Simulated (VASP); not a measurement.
A run of VASP 6.6.1:

Contents of INCAR:

```
SYSTEM = NiO2
PREC     = Accurate       ! precision mode
ENCUT    = 700            ! plane-wave cutoff, eV
EDIFF    = 1E-6           ! SCF threshold, eV
ISMEAR   = 0              ! smearing method
SIGMA    = 0.05           ! smearing width, eV
LREAL    = .False.        ! projectors in reciprocal space
LASPH    = .True.         ! aspherical terms in the spheres
NELM     = 120            ! most SCF steps
ALGO     = Normal         ! electronic algorithm
ISIF     = 2              ! what is computed and relaxed
LWAVE    = .False.        ! write WAVECAR
LCHARG   = .False.        ! write CHGCAR
GGA      = PS             ! functional
NBANDS   = 22             ! bands
GGA_COMPAT= .False.
```

The input KPOINTS:

```
Automatic mesh
0
Gamma
  12 12 6
  0 0 0
```

POSCAR

```
NiO2
1.0
    2.8028105550      0.0000000000      0.0000000000
   -1.4014052775      2.4273051426      0.0000000000
    0.0000000000      0.0000000000      4.9060395955
Ni O
1 2
Direct
    0.0000000000      0.0000000000      0.5000000000
    0.6666666667      0.3333333333      0.6373845568
    0.3333333333      0.6666666667      0.3626154432
```

Potentials or basis: VASP PAW PBE potentials, release 64 (Ni_sv_GW, O).

Launch:

```bash
$ cat potpaw_PBE.64/Ni_sv_GW/POTCAR potpaw_PBE.64/O/POTCAR > POTCAR
$ mpirun -np 1 vasp_std > vasp.out
```

Hardware: 1 thread of AMD EPYC 9R45 96-Core Processor (Zen 5), with other jobs on the host.

Question: Estimate the wall time of this run.

Answer: It took 58 s on 1 thread of AMD EPYC 9R45 96-Core Processor (Zen 5), with other jobs on the host, peak memory 0.24 GiB. Counts: scf iterations 17, k points 100.
